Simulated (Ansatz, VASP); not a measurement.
## Ga in VASP and in Ansatz

```xyz
2
Lattice="1.4297 -4.0578 -0.0131 1.4703 4.0723 0.0276 0.0158 0.0158 3.1700" Properties=species:S:1:pos:R:3 pbc="T T T"
Ga    1.4390   -2.9725    0.7848
Ga    1.4768    3.0028    2.3997
```

Change from the starting cell: equal xy, yz and zx shear strains of +1 %, PAW files.

Alike in both runs: task electric field gradients; functional LDA; k mesh 12 × 12 × 10; occupations fermi-dirac, width 0.08 eV; no spin polarisation.

```csv
,VASP,Ansatz
version,VASP 6.6.1,Ansatz 0.2.0
potentials or method,"VASP PAW LDA potentials, release 64 (Ga_d)","PAW with Ansatz's default frozen-core files, scalar-relativistic"
plane-wave cutoff (eV),520,420
valence electrons in the cell,26,26
```

VASP gave:

| Property | Result |
| --- | --- |
| pressure (GPa) | -3.7 |
| traceless stress, the component that is largest in VASP (GPa) | -2.07 |
| rms of the force components (eV/Å) | 0.104 |
| size of Vzz on the site where it differs most (V/Å²) | 27.7 |

**Question.** What did Ansatz give for the same quantities?

**Answer.** Pressure (GPa): -3.8; traceless stress, the component that is largest in VASP (GPa): -2.05; rms of the force components (eV/Å): 0.103; size of Vzz on the site where it differs most (V/Å²): 28.5.

LDA's correlation is that of Perdew and Zunger in VASP and of Perdew and Wang (1992) in Ansatz. Atom by atom the forces differ by 0.001 eV/Å (rms over components).
